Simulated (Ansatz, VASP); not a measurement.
# ZnO: VASP beside Ansatz

File POSCAR:

```
ZnO
1.0
    2.6461709590      0.0000000000      0.0000000000
    0.0000000000      2.6461709590      0.0000000000
    0.0000000000      0.0000000000      2.6461709590
Zn O
1 1
Direct
    0.0000000000      0.0000000000      0.0000000000
    0.5000000000      0.5000000000      0.5000000000
```

Contents of INCAR.step1:

```
PREC     = Accurate       # precision mode
ENCUT    = 520            # plane-wave cutoff, eV
EDIFF    = 1E-5           # SCF threshold, eV
ISMEAR   = -1             # smearing method
SIGMA    = 0.02           # smearing width, eV
LREAL    = False          # projectors in reciprocal space
LASPH    = True           # aspherical terms in the spheres
NELM     = 80             # most SCF steps
ALGO     = Normal         # electronic algorithm
ISIF     = 2              # what is computed and relaxed
LWAVE    = True           # write WAVECAR
LCHARG   = False          # write CHGCAR
GGA      = PE             # functional
NBANDS   = 16             # bands
```

Contents of INCAR.step2:

```
PREC     = Accurate       # precision mode
ENCUT    = 520            # plane-wave cutoff, eV
EDIFF    = 1E-6           # SCF threshold, eV
ISMEAR   = -1             # smearing method
SIGMA    = 0.02           # smearing width, eV
LREAL    = False          # projectors in reciprocal space
LASPH    = True           # aspherical terms in the spheres
NELM     = 80             # most SCF steps
ALGO     = Normal         # electronic algorithm
ISIF     = 2              # what is computed and relaxed
LWAVE    = False          # write WAVECAR
LCHARG   = False          # write CHGCAR
GGA      = PE             # functional
LHFCALC  = True           # exact exchange
AEXX     = 0.05           # exact-exchange fraction
HFSCREEN = 0.5            # screening, 1/A
PRECFOCK = Normal       
ISTART   = 1            
NBANDS   = 16             # bands
```

File KPOINTS:

```
Automatic mesh
0
Gamma
  4 4 4
```

Input for Ansatz:

```yaml
crystal:
  lattice:
    - [2.646170959, 0.0, 0.0]
    - [0.0, 2.646170959, 0.0]
    - [0.0, 0.0, 2.646170959]
  atoms:
    - { symbol: Zn, position: [0.0, 0.0, 0.0] }
    - { symbol: O, position: [0.5, 0.5, 0.5] }
kpoints:
  mp_grid: { grid: [4, 4, 4] }
hamiltonian:
  xc: { exchange: pbe, correlation: pbe, exx: { coeff: 0.05, omega: 0.5 } }
scf:
  occupations: { method: fermi_dirac, width: 0.02 }
  n_extra_bands: 4
output:
  forces: true
  stress: true
  eigenvalues: true
```

Alike in both runs: task single point; functional PBE-based screened hybrid; k mesh 4 × 4 × 4; occupations fermi-dirac, width 0.02 eV; no spin polarisation.

|  | VASP | Ansatz |
| --- | --- | --- |
| version | VASP 6.6.1 | Ansatz 0.2.0 |
| potentials or method | VASP PAW PBE potentials, release 64 (Zn, O) | plane waves |
| plane-wave cutoff (eV) | 520 | 420 |
| valence electrons in the cell | 18 | 18 |

|  | VASP | Ansatz | Ansatz less VASP |
| --- | --- | --- | --- |
| pressure (GPa) | 9.0 | 8.1 | -0.89 |

VASP's potentials were made for PBE, not for PBE-based screened hybrid. The functional is the same, so the differences come from potentials, cutoffs and numerics. Ansatz's warnings: filled band counts differ across k points, stress exchange threshold loose, stress scf threshold loose.

The k mesh is coarse, so the values compare programs but aren't converged.
